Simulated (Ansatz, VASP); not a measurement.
**Mg2H3: VASP beside Ansatz**

```
Mg H
1.0
     2.68981    1.55296    4.17381
    -2.68981    1.55296    4.17381
     0.00000   -3.10593    4.17381
Mg H
4 6
Direct
  0.86880 0.86880 0.86880
  0.63120 0.63120 0.63120
  0.13120 0.13120 0.13120
  0.36880 0.36880 0.36880
  0.02600 0.47400 0.75000
  0.75000 0.02600 0.47400
  0.47400 0.75000 0.02600
  0.97400 0.52600 0.25000
  0.25000 0.97400 0.52600
  0.52600 0.25000 0.97400
```

Alike in both runs: task relaxation of cell and atoms; functional PBE; k mesh 12 × 12 × 12; occupations gaussian, width 0.1 eV; no spin polarisation.

|  | VASP | Ansatz |
| --- | --- | --- |
| version | VASP 6.6.1 | Ansatz 0.2.0 |
| potentials or method | VASP PAW PBE potentials, release 64 (Mg, H), cutoff 600 eV | scalar-relativistic, plane waves, PAW |
| valence electrons in the cell | 14 | 46 |

VASP gave:

```
gap on the k mesh at the Fermi level, each at its own relaxed structure (eV) : none
relaxed volume (Å³/atom)                                                     : 10.44
relaxed cell length with the largest relative difference (Å)                 : 5.199
```

Q: Which values does Ansatz return?

A: gap on the k mesh at the Fermi level, each at its own relaxed structure (eV): none; relaxed volume (Å³/atom): 10.46; relaxed cell length with the largest relative difference (Å): 5.203.

A gap of «none» marks a metal or a gap that the smearing closes. VASP's potentials hold 14 valence electrons a cell and Ansatz's 46, so a difference there can come from the potentials and not from the codes.
